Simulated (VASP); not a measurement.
# Ir (Fm-3m) in VASP: notebook, part 2 of 2

VASP 6.6.1. The steps go on from the part before.

## 4. Relaxation of cell and atoms, PBE

This run uses another cell than the first one, of 14.56 Å³/atom, 1.036 times its volume.

The input, INCAR:

```
SYSTEM = Ir
PREC     = Accurate       ! precision mode
ENCUT    = 600            ! plane-wave cutoff, eV
EDIFF    = 1E-7           ! SCF threshold, eV
ISMEAR   = 0              ! smearing method
SIGMA    = 0.1            ! smearing width, eV
LREAL    = .FALSE.        ! projectors in reciprocal space
LASPH    = .TRUE.         ! aspherical terms in the spheres
NELM     = 100            ! most SCF steps
ALGO     = Normal         ! electronic algorithm
ISIF     = 3              ! what is computed and relaxed
LWAVE    = .FALSE.        ! write WAVECAR
LCHARG   = .FALSE.        ! write CHGCAR
GGA      = PE             ! functional
IBRION   = 2              ! ionic algorithm
NSW      = 100            ! ionic steps
EDIFFG   = -0.002         ! ionic threshold
```

The input, KPOINTS:

```
Automatic mesh
0
G
  26 26 26
  0 0 0
```

The input, POSCAR:

```
Ir
1.0
    0.0000000000      1.9380596429      1.9380596429
    1.9380596429      0.0000000000      1.9380596429
    1.9380596429      1.9380596429      0.0000000000
Ir
1
Direct
    0.0000000000      0.0000000000      0.0000000000
```

Potentials or basis: VASP PAW PBE potentials, release 64 (Ir).

Command:

```sh
cat potpaw_PBE.64/Ir/POTCAR > POTCAR
mpirun -np 1 vasp_std > vasp.out
```

OUTCAR:

```text
SYSTEM = Ir
   PREC = Accurate
   ENCUT = 600
   EDIFF = 1E-7
   ISMEAR = 0
   LREAL = .FALSE.
   LASPH = .TRUE.
   NELM = 100
   ISIF = 3
   GGA = PE
   IBRION = 2
   NSW = 100
   EDIFFG = -0.002

 ion  position               nearest neighbor table
   1  0.000  0.000  0.000-

  LATTYP: Found a face centered cubic cell.
 ALAT       =     3.8761192858

  Lattice vectors:

 A1 = (   0.0000000000,   1.9380596429,   1.9380596429)
 A2 = (   1.9380596429,   0.0000000000,   1.9380596429)
 A3 = (   1.9380596429,   1.9380596429,   0.0000000000)

Analysis of symmetry for initial positions (statically):
=====================================================================
 Subroutine PRICEL returns:
 Original cell was already a primitive cell.

 Routine SETGRP: Setting up the symmetry group for a
 face centered cubic supercell.

 Subroutine GETGRP returns: Found 48 space group operations
[... 9 lines left out ...]

 Routine SETGRP: Setting up the symmetry group for a
 face centered cubic supercell.

 Subroutine GETGRP returns: Found 48 space group operations
[... 11 lines left out ...]
                                     Primitive cell

  volume of cell :      14.5590

  direct lattice vectors                    reciprocal lattice vectors
     0.000000000  1.938059643  1.938059643    -0.257989996  0.257989996  0.257989996
     1.938059643  0.000000000  1.938059643     0.257989996 -0.257989996  0.257989996
     1.938059643  1.938059643  0.000000000     0.257989996  0.257989996 -0.257989996

  length of vectors
     2.740830232  2.740830232  2.740830232     0.446851781  0.446851781  0.446851781

  position of ions in fractional coordinates (direct lattice)
     0.000000000  0.000000000  0.000000000

  ion indices of the primitive-cell ions
   primitive index   ion index
                 1           1

----------------------------------------------------------------------------------------

 KPOINTS: Automatic mesh

Automatic generation of k-mesh.
 Grid dimensions read from file:
 generate k-points for:   26   26   26

 Generating k-lattice:

  Cartesian coordinates                     Fractional coordinates (reciprocal lattice)
    -0.009922692  0.009922692  0.009922692     0.038461538  0.000000000  0.000000000
     0.009922692 -0.009922692  0.009922692     0.000000000  0.038461538  0.000000000
     0.009922692  0.009922692 -0.009922692     0.000000000  0.000000000  0.038461538

  Length of vectors
     0.017186607  0.017186607  0.017186607

  Shift w.r.t. Gamma in fractional coordinates (k-lattice)
     0.000000000  0.000000000  0.000000000

 Subroutine IBZKPT returns following result:
 ===========================================

 Found    511 irreducible k-points:

 Following reciprocal coordinates:
            Coordinates               Weight
  0.000000  0.000000  0.000000      1.000000
  0.038462  0.000000  0.000000      8.000000
  0.076923  0.000000  0.000000      8.000000
  0.115385  0.000000  0.000000      8.000000
  0.153846  0.000000  0.000000      8.000000
  0.192308  0.000000  0.000000      8.000000
[... 16 lines left out ...]
  0.346154  0.038462  0.000000     24.000000
  0.384615  0.038462  0.000000     24.000000
 [... further k-points ...]
   k-points           NKPTS =    511   k-points in BZ     NKDIM =    511   number of bands    NBANDS=      8
   number of dos      NEDOS =    301   number of ions     NIONS =      1
   total plane-waves  NPLWV =  13824
   dimension x,y,z NGX =    24 NGY =   24 NGZ =   24
   dimension x,y,z NGXF=    48 NGYF=   48 NGZF=   48
   ions per type =               1
   NGX,Y,Z   is equivalent  to a cutoff of  14.56, 14.56, 14.56 a.u.
   NGXF,Y,Z  is equivalent  to a cutoff of  29.11, 29.11, 29.11 a.u.
 SYSTEM =  Ir
   PREC   = accura    normal or accurate (medium, high low for compatibility)
   ISTART =      0    job   : 0-new  1-cont  2-samecut
   ICHARG =      2    charge: 1-file 2-atom 10-const
   ISPIN  =      1    spin polarized calculation?
   LNONCOLLINEAR =      F non collinear calculations
   LSORBIT =      F    spin-orbit coupling
   LASPH  =      T    aspherical Exc in radial PAW
   ENCUT  =  600.0 eV  44.10 Ry    6.64 a.u.   5.47  5.47  5.47*2*pi/ulx,y,z
   NELM   =    100;   NELMIN=  2; NELMDL= -5     # of ELM steps
   EDIFF  = 0.1E-06   stopping-criterion for ELM
   LREAL  =      F    real-space projection
   EDIFFG = -.2E-02   stopping-criterion for IOM
   NSW    =    100    number of steps for IOM
   IBRION =      2    ionic relax: 0-MD 1-quasi-New 2-CG
   NFREE  =      1    steps in history (QN), initial steepest desc. (CG)
   ISIF   =      3    stress and relaxation
   ISYM   =      2    0-nonsym 1-usesym 2-fastsym
   POTIM  = 0.5000    time-step for ionic-motion
   TEBEG  =    0.0;   TEEND  =   0.0 temperature during run
   PSTRESS=    0.0 pullay stress
   NELECT =       9.0000    total number of electrons
   NUPDOWN=      -1.0000    fix difference up-down
   EMIN   =  10.00;   EMAX   =-10.00  energy-range for DOS
   EFERMI =   0.00;   METHOD = LEGACY
   ISMEAR =     0;   SIGMA  =   0.10  broadening in eV -4-tet -1-fermi 0-gaus
   EFERMI_NEDOS =   21; number of points for ismear=-14 and -15
   IALGO  =     38    algorithm
   IMIX   =      4    mixing-type and parameters
     AMIX     =   0.40;   BMIX     =  1.00
     AMIX_MAG =   1.60;   BMIX_MAG =  1.00
  volume/ion in A,a.u.               =      14.56        98.25
  Fermi-wavevector in a.u.,A,eV,Ry     =   1.394586  2.635385 26.461552  1.944869
  Thomas-Fermi vector in A             =   2.518120
   LORBIT       =      0    0 simple, 1 ext, 2 COOP (PROOUT), +10 PAW based schemes
   GGA     = PE    functional components
   LHFCALC =     F    Hartree Fock is set to
   AEXX    =    0.0000 exact exchange contribution
   IVDW    =     0    specifies the selected vdW correction
   LEPSILON=     F    determine dielectric tensor
   LRPA    =     F    only Hartree local field effects (RPA)
 conjugate gradient relaxation of ions
 non-spin polarized calculation
 Gauss-broadening in eV      SIGMA  =   0.10
  energy-cutoff  :      600.00
  volume of cell :       14.56
 maximum number of plane-waves:       531
 NGX is ok and might be reduce to    24
   NGX = 11   NGY = 11   NGZ = 11

--------------------------------------- Ionic step        1  -------------------------------------------

 number of electron       9.0000000 magnetization

 Free energy of the ion-electron system (eV)
  ---------------------------------------------------
  ext. energy  EPLUGINS =         0.00000000
  ---------------------------------------------------
  free energy    TOTEN  =        -8.85378682 eV

  energy without entropy =       -8.84943050  energy(sigma->0) =       -8.85160866

------------------------ aborting loop because EDIFF is reached ----------------------------------------

  FORCE on cell =-STRESS in cart. coord.  units (eV):
  Direction    XX          YY          ZZ          XY          YZ          ZX
  --------------------------------------------------------------------------------------
  -------------------------------------------------------------------------------------
  Total       -0.0829194     -0.0829194     -0.0829194      0.0000000     -0.0000000      0.0000000
  in kB       -9.1250568     -9.1250568     -9.1250568      0.0000000     -0.0000000      0.0000000
  external PRESSURE =      -9.1250568 kB  Pullay stress =       0.0000000 kB
[... 20 lines left out ...]
  energy  without entropy=       -8.8494304951  energy(sigma->0) =       -8.85160866

--------------------------------------- Ionic step        2  -------------------------------------------

 number of electron       9.0000000 magnetization

 E-fermi :  10.0965     XC(G=0): -13.8891

 val. band max:       10.0956815449   @ k =   0.3077   0.2692   0.0385
 cond. band min:      10.0994715824   @ k =  -0.3077   0.0385   0.0000
 fundamental gap:      0.0037900375
 Fermi energy:        10.0964929318

 k-point     1 :       0.0000    0.0000    0.0000
  band No.  band energies     occupation
      1      -0.8218      2.00000
      2       6.3305      2.00000
      3       6.3305      2.00000
      4       6.3305      2.00000
      5       8.9487      2.00000
      6       8.9487      2.00000
      7      24.4766      0.00000
      8      29.9639      0.00000
[... 285 lines left out ...]
  energy  without entropy=       -8.8482253012  energy(sigma->0) =       -8.85036481

--------------------------------------- Ionic step        3  -------------------------------------------

 number of electron       9.0000000 magnetization

 Free energy of the ion-electron system (eV)
  ---------------------------------------------------
  ext. energy  EPLUGINS =         0.00000000
  ---------------------------------------------------
  free energy    TOTEN  =        -8.85390048 eV

  energy without entropy =       -8.84956132  energy(sigma->0) =       -8.85173090

 E-fermi :   9.9362     XC(G=0): -13.8333

 val. band max:        9.9337403254   @ k =   0.3077   0.2692   0.0385
 cond. band min:       9.9387103854   @ k =  -0.3077   0.0385   0.0000
 fundamental gap:      0.0049700600
 Fermi energy:         9.9361528872

 k-point     1 :       0.0000    0.0000    0.0000
  band No.  band energies     occupation
      1      -0.8811      2.00000
      2       6.2248      2.00000
      3       6.2248      2.00000
      4       6.2248      2.00000
      5       8.8039      2.00000
      6       8.8039      2.00000
      7      24.3340      0.00000
      8      29.7657      0.00000
[... 281 lines left out ...]
  FREE ENERGIE OF THE ION-ELECTRON SYSTEM (eV)
  ---------------------------------------------------
  free  energy   TOTEN  =        -8.8539004762 eV

  energy  without entropy=       -8.8495613199  energy(sigma->0) =       -8.85173090

 reached required accuracy - stopping structural energy minimisation
```

Run time: 2.5 min. Hardware: 1 thread of AMD EPYC 7R43 (Zen 3), shared host; peak memory 0.19 GiB.

What came out:

| Property | Result |
| --- | --- |
| Free energy | -8.8539 eV |
| Relaxed volume | 14.52 Å³/atom |
| Relaxed cell | a = 2.738 Å, b = 2.738 Å, c = 2.738 Å, α = 60.00°, β = 60.00°, γ = 60.00° |
| Space group after relaxing (to 0.05 Å) | Fm-3m (No. 225) |
| Energy gained by relaxing | 0.1 meV/atom |
| Ionic steps | 3 |
| Pressure after relaxing | 0.0 GPa |

The path:
```tsv
step	energy change (eV)	largest force (eV/Å)	pressure (GPa)	volume (Å³)
1	0.0000	0.0000	-0.91	14.56
2	0.0013	0.0000	3.33	14.38
3	-0.0001	0.0000	0.01	14.52
```

Final structure:
```cif
data_structure
_symmetry_space_group_name_H-M 'P 1'
_symmetry_Int_Tables_number 1
_cell_length_a 2.7384
_cell_length_b 2.7384
_cell_length_c 2.7384
_cell_angle_alpha 60.000
_cell_angle_beta 60.000
_cell_angle_gamma 60.000
_cell_volume 14.52
loop_
_atom_site_label
_atom_site_type_symbol
_atom_site_fract_x
_atom_site_fract_y
_atom_site_fract_z
_atom_site_occupancy
Ir1 Ir 0.00000 0.00000 0.00000 1
```

Levels at points of the mesh, in eV from the Fermi level:
```tsv
k point	band 1	band 2	band 3	band 4	band 5	band 6	band 7	band 8
(0.00, 0.00, 0.00)	-10.82	-3.71	-3.71	-3.71	-1.13	-1.13	14.40	19.83
(0.50, 0.00, 0.00)	-7.80	-3.81	-3.81	-0.67	0.87	0.87	7.02	13.93
(0.50, 0.50, 0.00)	-7.59	-7.04	0.84	1.43	1.43	1.73	10.18	11.61
```

Caveat: spin-orbit coupling is left out, which moves the levels of the heavy elements.

## 5. Overview

```tsv
task	cell	k mesh	cutoff (eV)	gap on the mesh (eV)	pressure (GPa)
single point	a = 2.709 Å, angles 60.0°, 1 atom	8 × 8 × 8	520	none	13.7
single point	a = 2.737 Å, angles 60.0°, 1 atom	26 × 26 × 26	520	none	0.5
relaxation of cell and atoms	relaxed from a = 2.741 Å, angles 60.0°, 1 atom	26 × 26 × 26	600	none	0.0
```

Alike in all rows: level PBE; potentials or basis VASP PAW PBE potentials, release 64 (Ir); no spin polarisation; smearing gaussian 0.1 eV.

Caveats: spin-orbit coupling is left out, which moves the levels of the heavy elements.

Absolute energies hang on the potentials; compare differences alone.
